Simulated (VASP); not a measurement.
# TiIn5 (I4/mmm) in VASP: further runs

TiIn5 is run at these levels: PBE; tasks: single point, relaxation of cell and atoms.

Program: VASP 6.6.1. These are calculated values, not measurements. Logs are shortened: lines on timing, memory, paths and dates and some standing lists are left out, and cuts for length are marked.

**1. The cell of the first run**

The structure is tetragonal, space group I4/mmm (No. 139). The conventional cell has a = 7.930 Å, b = 7.930 Å, c = 6.106 Å, α = 90.00°, β = 90.00°, γ = 90.00°. Within 3.6 Å of Ti (site symmetry 4/mmm) lie 6 In at 2.75 to 3.05 Å. Within 3.6 Å of In (site symmetry m2m) lie 1 Ti at 2.75 Å and 3 In at 2.86 to 3.05 Å. In (site symmetry 4/mmm) has 4 In at 2.86 Å and 2 Ti at 3.05 Å within 3.8 Å.

The cell was generated, and may not be a known phase.

**2. Single point, PBE**

The input, INCAR:

```
SYSTEM = TiIn5
ALGO     = Fast           ! electronic algorithm
EDIFF    = 1E-7           ! SCF threshold, eV
ENCUT    = 520            ! plane-wave cutoff, eV
GGA      = PE             ! functional
ISIF     = 2              ! what is computed and relaxed
ISMEAR   = 0              ! smearing method
LASPH    = .True.         ! aspherical terms in the spheres
LCHARG   = .True.         ! write CHGCAR
LELF     = .True.         ! ELF
LREAL    = .False.        ! projectors in reciprocal space
LVHAR    = .True.       
LWAVE    = .False.        ! write WAVECAR
NBANDS   = 48             ! bands
NELM     = 100            ! most SCF steps
PREC     = Accurate       ! precision mode
SIGMA    = 0.1            ! smearing width, eV
```

The input, KPOINTS:

```
k-points
0
Gamma
  4 4 4
  0 0 0
```

The input, POSCAR:

```
TiIn5
1.0
   -3.9648248173      3.9648248173      3.0528151439
    3.9648248173     -3.9648248173      3.0528151439
    3.9648248173      3.9648248173     -3.0528151439
Ti In
1 5
Direct
    0.0000000000      0.0000000000      0.0000000000
    0.7550768792      0.7550768792      0.5101537583
    0.2449231208      0.2449231208      0.4898462417
    0.7550768792      0.2449231208      0.0000000000
    0.2449231208      0.7550768792      0.0000000000
    0.5000000000      0.5000000000      0.0000000000
```

Potentials or basis: VASP PAW PBE potentials, release 64 (Ti_sv, In_d).

Run with:

```
$ cat potpaw_PBE.64/Ti_sv/POTCAR potpaw_PBE.64/In_d/POTCAR > POTCAR
$ mpirun -np 1 vasp_std > vasp.out
```

OUTCAR:

```text
SYSTEM = TiIn5
   EDIFF = 1E-7
   ENCUT = 520
   GGA = PE
   ISIF = 2
   ISMEAR = 0
   LASPH = .True.
   LREAL = .False.
   NELM = 100
   PREC = Accurate

 ion  position               nearest neighbor table
   1  0.000  0.000  0.000-   4 2.75   5 2.75   2 2.75   3 2.75   6 3.05   6 3.05
   2  0.755  0.755  0.510-   1 2.75   6 2.86   3 3.05   3 3.05   4 3.88   5 3.88
   3  0.245  0.245  0.490-   1 2.75   6 2.86   2 3.05   2 3.05   4 3.88   5 3.88
   4  0.755  0.245  0.000-   1 2.75   6 2.86   5 3.05   5 3.05   2 3.88   3 3.88
   5  0.245  0.755  0.000-   1 2.75   6 2.86   4 3.05   4 3.05   2 3.88   3 3.88
   6  0.500  0.500  0.000-   2 2.86   3 2.86   5 2.86   4 2.86   1 3.05   1 3.05

  LATTYP: Found a body centered tetragonal cell.
 ALAT       =     7.9296496346
 C/A-ratio  =     0.7699747869

  Lattice vectors:

 A1 = (  -3.9648248173,   3.9648248173,   3.0528151439)
 A2 = (   3.9648248173,  -3.9648248173,   3.0528151439)
 A3 = (   3.9648248173,   3.9648248173,  -3.0528151439)

Analysis of symmetry for initial positions (statically):
=====================================================================
 Subroutine PRICEL returns:
 Original cell was already a primitive cell.

 Routine SETGRP: Setting up the symmetry group for a
 body centered tetragonal supercell.

 Subroutine GETGRP returns: Found 16 space group operations
 (whereof 16 operations were pure point group operations)
 out of a pool of 16 trial point group operations.

The static configuration has the point symmetry D_4h.

Analysis of symmetry for dynamics (positions and initial velocities):
=====================================================================
 Subroutine PRICEL returns:
 Original cell was already a primitive cell.

 Routine SETGRP: Setting up the symmetry group for a
 body centered tetragonal supercell.

 Subroutine GETGRP returns: Found 16 space group operations
 (whereof 16 operations were pure point group operations)
 out of a pool of 16 trial point group operations.

The dynamic configuration has the point symmetry D_4h.

 Subroutine INISYM returns: Found 16 space group operations
 (whereof 16 operations are pure point group operations),
 and found     1 'primitive' translations

----------------------------------------------------------------------------------------

                                     Primitive cell

  volume of cell :     191.9590

  direct lattice vectors                    reciprocal lattice vectors
    -3.964824817  3.964824817  3.052815144     0.000000000  0.126108977  0.163783255
     3.964824817 -3.964824817  3.052815144     0.126108977  0.000000000  0.163783255
     3.964824817  3.964824817 -3.052815144     0.126108977  0.126108977  0.000000000

  length of vectors
     6.384305128  6.384305128  6.384305128     0.206708559  0.206708559  0.178345025

  position of ions in fractional coordinates (direct lattice)
     0.000000000  0.000000000  0.000000000
     0.755076879  0.755076879  0.510153758
     0.244923121  0.244923121  0.489846242
     0.755076879  0.244923121  0.000000000
     0.244923121  0.755076879  0.000000000
     0.500000000  0.500000000  0.000000000

  ion indices of the primitive-cell ions
   primitive index   ion index
                 1           1
                 2           2
                 3           3
                 4           4
                 5           5
                 6           6

----------------------------------------------------------------------------------------

 KPOINTS: k-points

Automatic generation of k-mesh.
 Grid dimensions read from file:
 generate k-points for:    4    4    4

 Generating k-lattice:

  Cartesian coordinates                     Fractional coordinates (reciprocal lattice)
     0.000000000  0.031527244  0.040945814     0.250000000 -0.000000000  0.000000000
     0.031527244  0.000000000  0.040945814    -0.000000000  0.250000000  0.000000000
     0.031527244  0.031527244  0.000000000     0.000000000  0.000000000  0.250000000

  Length of vectors
     0.051677140  0.051677140  0.044586256

  Shift w.r.t. Gamma in fractional coordinates (k-lattice)
     0.000000000  0.000000000  0.000000000

 Subroutine IBZKPT returns following result:
 ===========================================

 Found     13 irreducible k-points:

 Following reciprocal coordinates:
            Coordinates               Weight
  0.000000  0.000000  0.000000      1.000000
  0.250000  0.000000  0.000000      8.000000
  0.500000  0.000000  0.000000      4.000000
  0.250000  0.250000  0.000000      8.000000
  0.500000  0.250000  0.000000     16.000000
 -0.250000  0.250000  0.000000      4.000000
  0.500000  0.500000  0.000000      2.000000
  0.250000  0.250000  0.250000      2.000000
 -0.250000  0.250000  0.250000      4.000000
  0.500000  0.500000  0.250000      4.000000
 -0.250000  0.500000  0.250000      8.000000
 -0.250000 -0.250000  0.250000      2.000000
  0.500000  0.500000  0.500000      1.000000
   k-points           NKPTS =     13   k-points in BZ     NKDIM =     13   number of bands    NBANDS=     48
   number of dos      NEDOS =    301   number of ions     NIONS =      6
   total plane-waves  NPLWV = 110592
   dimension x,y,z NGX =    48 NGY =   48 NGZ =   48
   dimension x,y,z NGXF=    96 NGYF=   96 NGZF=   96
   ions per type =               1   5
   NGX,Y,Z   is equivalent  to a cutoff of  12.50, 12.50, 12.50 a.u.
   NGXF,Y,Z  is equivalent  to a cutoff of  25.00, 25.00, 25.00 a.u.
 SYSTEM =  TiIn5
   PREC   = accura    normal or accurate (medium, high low for compatibility)
   ISTART =      0    job   : 0-new  1-cont  2-samecut
   ICHARG =      2    charge: 1-file 2-atom 10-const
   ISPIN  =      1    spin polarized calculation?
   LNONCOLLINEAR =      F non collinear calculations
   LSORBIT =      F    spin-orbit coupling
   LASPH  =      T    aspherical Exc in radial PAW
   ENCUT  =  520.0 eV  38.22 Ry    6.18 a.u.  11.87 11.87 11.87*2*pi/ulx,y,z
   NELM   =    100;   NELMIN=  2; NELMDL= -5     # of ELM steps
   EDIFF  = 0.1E-06   stopping-criterion for ELM
   LREAL  =      F    real-space projection
   EDIFFG = 0.1E-05   stopping-criterion for IOM
   NSW    =      0    number of steps for IOM
   IBRION =     -1    ionic relax: 0-MD 1-quasi-New 2-CG
   NFREE  =      0    steps in history (QN), initial steepest desc. (CG)
   ISIF   =      2    stress and relaxation
   ISYM   =      2    0-nonsym 1-usesym 2-fastsym
   POTIM  = 0.5000    time-step for ionic-motion
   TEBEG  =    0.0;   TEEND  =   0.0 temperature during run
   PSTRESS=    0.0 pullay stress
   NELECT =      77.0000    total number of electrons
   NUPDOWN=      -1.0000    fix difference up-down
   EMIN   =  10.00;   EMAX   =-10.00  energy-range for DOS
   EFERMI =   0.00;   METHOD = LEGACY
   ISMEAR =     0;   SIGMA  =   0.10  broadening in eV -4-tet -1-fermi 0-gaus
   EFERMI_NEDOS =   21; number of points for ismear=-14 and -15
   IALGO  =     68    algorithm
   IMIX   =      4    mixing-type and parameters
     AMIX     =   0.40;   BMIX     =  1.00
     AMIX_MAG =   1.60;   BMIX_MAG =  1.00
  volume/ion in A,a.u.               =      31.99       215.90
  Fermi-wavevector in a.u.,A,eV,Ry     =   1.207357  2.281573 19.833349  1.457710
  Thomas-Fermi vector in A             =   2.342997
   LORBIT       =      0    0 simple, 1 ext, 2 COOP (PROOUT), +10 PAW based schemes
   GGA     = PE    functional components
   LHFCALC =     F    Hartree Fock is set to
   AEXX    =    0.0000 exact exchange contribution
   IVDW    =     0    specifies the selected vdW correction
   LEPSILON=     F    determine dielectric tensor
   LRPA    =     F    only Hartree local field effects (RPA)
 non-spin polarized calculation
 RMM-DIIS sequential band-by-band and
 Gauss-broadening in eV      SIGMA  =   0.10
  energy-cutoff  :      520.00
  volume of cell :      191.96
 maximum number of plane-waves:      5200
   NGX = 23   NGY = 23   NGZ = 23

 number of electron      77.0000001 magnetization

 Free energy of the ion-electron system (eV)
  ---------------------------------------------------
  ext. energy  EPLUGINS =         0.00000000
  ---------------------------------------------------
  free energy    TOTEN  =       -18.61465770 eV

  energy without entropy =      -18.59044505  energy(sigma->0) =      -18.60255138

 E-fermi :   5.0391     XC(G=0):  -8.9415

 val. band max:        4.9959956942   @ k =   0.2500   0.0000   0.0000
 cond. band min:       5.0416900077   @ k =   0.2500   0.0000   0.0000
 fundamental gap:      0.0456943135
 Fermi energy:         5.0391212103

 k-point     1 :       0.0000    0.0000    0.0000
  band No.  band energies     occupation
      1     -52.2113      2.00000
      2     -28.5774      2.00000
      3     -28.4503      2.00000
      4     -28.4503      2.00000
      5     -10.0302      2.00000
      6      -9.9645      2.00000
[... 40 lines left out ...]
     47       7.1099      0.00000
     48       7.1099      0.00000

 k-point     2 :       0.2500    0.0000    0.0000
  band No.  band energies     occupation
      1     -52.2113      2.00000
      2     -28.5777      2.00000
      3     -28.4504      2.00000
      4     -28.4504      2.00000
      5      -9.9984      2.00000
      6      -9.8947      2.00000
[... 40 lines left out ...]
     47       7.6928      0.00000
     48       8.1675      0.00000

 k-point     3 :       0.5000    0.0000    0.0000
  band No.  band energies     occupation
      1     -52.2113      2.00000
      2     -28.5779      2.00000
      3     -28.4504      2.00000
      4     -28.4504      2.00000
      5      -9.9683      2.00000
      6      -9.8017      2.00000
[... 499 lines left out ...]
     47       9.1335      0.00000
     48       9.1336      0.00000

 k-point    13 :       0.5000    0.5000    0.5000
  band No.  band energies     occupation
      1     -52.2113      2.00000
      2     -28.5774      2.00000
      3     -28.4504      2.00000
      4     -28.4504      2.00000
      5      -9.9492      2.00000
      6      -9.8968      2.00000
[... 40 lines left out ...]
     47       8.9101      0.00000
     48       9.6592      0.00000

------------------------ aborting loop because EDIFF is reached ----------------------------------------

  FORCE on cell =-STRESS in cart. coord.  units (eV):
  Direction    XX          YY          ZZ          XY          YZ          ZX
  --------------------------------------------------------------------------------------
  -------------------------------------------------------------------------------------
  Total        0.3115919      0.3115919      0.0080235      0.0000000     -0.0000000      0.0000000
  in kB        2.6006883      2.6006883      0.0669680      0.0000000     -0.0000000      0.0000000
  external PRESSURE =       1.7561149 kB  Pullay stress =       0.0000000 kB

 VOLUME and BASIS-vectors are now :
 -----------------------------------------------------------------------------
  energy-cutoff  :      520.00
  volume of cell :      191.96
      direct lattice vectors                 reciprocal lattice vectors
    -3.964824817  3.964824817  3.052815144     0.000000000  0.126108977  0.163783255
     3.964824817 -3.964824817  3.052815144     0.126108977  0.000000000  0.163783255
     3.964824817  3.964824817 -3.052815144     0.126108977  0.126108977  0.000000000

 POSITION                                       TOTAL-FORCE (eV/Angst)
 -----------------------------------------------------------------------------------
      0.00000      0.00000      0.00000        -0.000000     -0.000000      0.000000
      2.02267      2.02267      3.05282         0.013196      0.013196     -0.000000
      1.94215      1.94215     -0.00000        -0.013196     -0.013196      0.000000
     -2.02267      2.02267      3.05282        -0.013196      0.013196      0.000000
      2.02267     -2.02267      3.05282         0.013196     -0.013196      0.000000
      0.00000      0.00000      3.05282         0.000000     -0.000000      0.000000
 -----------------------------------------------------------------------------------
    total drift:                                0.000000      0.000000     -0.000000

  FREE ENERGIE OF THE ION-ELECTRON SYSTEM (eV)
  ---------------------------------------------------
  free  energy   TOTEN  =       -18.6146577004 eV

  energy  without entropy=      -18.5904450498  energy(sigma->0) =      -18.60255138
```

It took 4.8 min on 1 thread of AMD EPYC 9R45 (Zen 5), shared host; peak memory 0.35 GiB.

What came out:

```yaml
Free_energy: -18.6147 eV
Pressure: 0.2 GPa
Largest_force: 0.019 eV/Å
Band_gap_on_the_k_mesh: zero (an odd number of electrons rules out a gap without spin polarisation)
```

Forces in eV/Å, atoms in the order of the input:
```
Ti   0.000  0.000  0.000
In   0.013  0.013  0.000
In  -0.013 -0.013  0.000
In  -0.013  0.013  0.000
In   0.013 -0.013  0.000
In   0.000  0.000  0.000
```

Stress tensor (GPa, compression positive):
```
0.26 0.00 0.00
0.00 0.26 0.00
0.00 0.00 0.01
```

Caveat: spin-orbit coupling is left out, which moves the levels of the heavy elements.

(Part 1 of 2 ends here.)

The gap in the log of VASP goes by the Fermi energy; the results here count the filled bands.